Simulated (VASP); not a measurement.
Wanted: the native input for a VASP 6.6.1 run.

- Task: single point
- Functional: PBE
- Potentials or basis: VASP PAW PBE potentials, release 64 (Sc_sv)
- Cutoff: 520 eV
- k mesh: 16 × 16 × 16
- Occupations: fermi-dirac, width 0.08 eV
- Spin: no spin polarisation
- Dipole correction: no
- Further INCAR settings: ALGO = Normal; EDIFF = 1e-07; NBANDS = 12

The structure of Sc lies in POSCAR:

```
Sc
1.0
    0.0000000000      2.2160642329      2.2160642329
    2.2160642329      0.0000000000      2.2160642329
    2.2160642329      2.2160642329      0.0000000000
Sc
1
Direct
    0.0000000000      0.0000000000      0.0000000000
```

This isn't the form of Sc at room conditions, which is hcp.

These files were run (other wordings do the same):

INCAR

```
PREC = Accurate ; ENCUT = 520
EDIFF = 1E-7 ; ISMEAR = -1
SIGMA = 0.08 ; LREAL = False
LASPH = True ; NELM = 80
ALGO = Normal ; ISIF = 2
LWAVE = False ; LCHARG = False
GGA = PE ; NBANDS = 12
```

KPOINTS

```
Automatic mesh
0
Gamma
  16 16 16
```

Potentials or basis: VASP PAW PBE potentials, release 64 (Sc_sv).

Command:

```sh
$ cat potpaw_PBE.64/Sc_sv/POTCAR > POTCAR
$ mpirun -np 1 vasp_std > vasp.out
```

Results of the run:

- Pressure: 8.0 GPa
- Band gap on the k mesh: zero (an odd number of electrons rules out a gap without spin polarisation)

Caveat: the cell stands under pressure.

It took 10 s on 1 thread of Intel(R) Xeon(R) 6975P-C (Granite Rapids), on a shared host, peak memory 0.16 GiB.
